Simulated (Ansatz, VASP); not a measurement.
BaCd3Se4 in VASP and in Ansatz

```
CELL_PARAMETERS angstrom
5.64375 0.00000 0.00000
0.00000 5.64375 0.00000
0.00000 0.00000 5.64375
ATOMIC_POSITIONS crystal
Ba 0.00000 0.00000 0.00000
Cd 0.00000 0.50000 0.50000
Cd 0.50000 0.00000 0.50000
Cd 0.50000 0.50000 0.00000
Se 0.50000 0.00000 0.00000
Se 0.50000 0.50000 0.50000
Se 0.00000 0.00000 0.50000
Se 0.00000 0.50000 0.00000
```

Change from the starting cell: species swapped into the Mg3ZnO4 type (Pm-3m, No. 221).

Alike in both runs: task relaxation of cell and atoms; functional PBE; k mesh 2 × 2 × 2; occupations gaussian, width 0.15 eV; no spin polarisation.

|  | VASP | Ansatz |
| --- | --- | --- |
| version | VASP 6.6.1 | Ansatz 0.2.0 |
| potentials or method | VASP PAW PBE potentials, release 64 (Ba_sv, Cd, Se), cutoff 600 eV | scalar-relativistic, plane waves, PAW |
| valence electrons in the cell | 70 | 134 |

|  | VASP | Ansatz | Ansatz less VASP |
| --- | --- | --- | --- |
| gap on the k mesh at the Fermi level, each at its own relaxed structure (eV) | none | none | - |
| relaxed volume (Å³/atom) | 28.45 | 28.11 | -0.334 |
| relaxed cell length with the largest relative difference (Å) | 6.105 | 6.081 | -0.0240 |

A gap of «none» marks a metal or a gap that the smearing closes. VASP's potentials hold 70 valence electrons a cell and Ansatz's 134, so a difference there can come from the potentials and not from the codes.

The k mesh is coarse, so the values compare programs but aren't converged. Spin-orbit coupling is off throughout. Noted on VASP's run: the volume moved by over 15 % at a fixed basis, so the end points are rough.
